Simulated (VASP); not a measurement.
A run of VASP 6.6.1:

Contents of INCAR:

```
SYSTEM = Ca
  PREC = Accurate
  ENCUT = 600
  EDIFF = 1E-6
  ISMEAR = 0
  SIGMA = 0.1
  LREAL = .FALSE.
  LASPH = .TRUE.
  NELM = 100
  ALGO = Normal
  ISIF = 3
  LWAVE = .FALSE.
  LCHARG = .FALSE.
  GGA = PE
  IVDW = 12
  IBRION = 2
  NSW = 70
  EDIFFG = -0.005
```

File KPOINTS:

```
regular mesh
0
G
  14 14 14
  0 0 0
```

The input POSCAR:

```
Ca
1.0
   -2.1904913249      2.1904913249      2.1904913249
    2.1904913249     -2.1904913249      2.1904913249
    2.1904913249      2.1904913249     -2.1904913249
Ca
1
Direct
    0.0000000000      0.0000000000      0.0000000000
```

Potentials or basis: VASP PAW PBE potentials, release 64 (Ca_sv).

Command:

```sh
$ cat potpaw_PBE.64/Ca_sv/POTCAR > POTCAR
$ mpirun -np 1 vasp_std > vasp.out
```

Hardware: 1 thread of Intel(R) Xeon(R) 6975P-C (Granite Rapids), with other jobs on the host.

Question: Estimate the wall time of this run.

Answer: It took 53 s on 1 thread of Intel(R) Xeon(R) 6975P-C (Granite Rapids), on a shared host, peak memory 0.22 GiB. Counts: scf iterations 34, k points 104, ion steps 4.
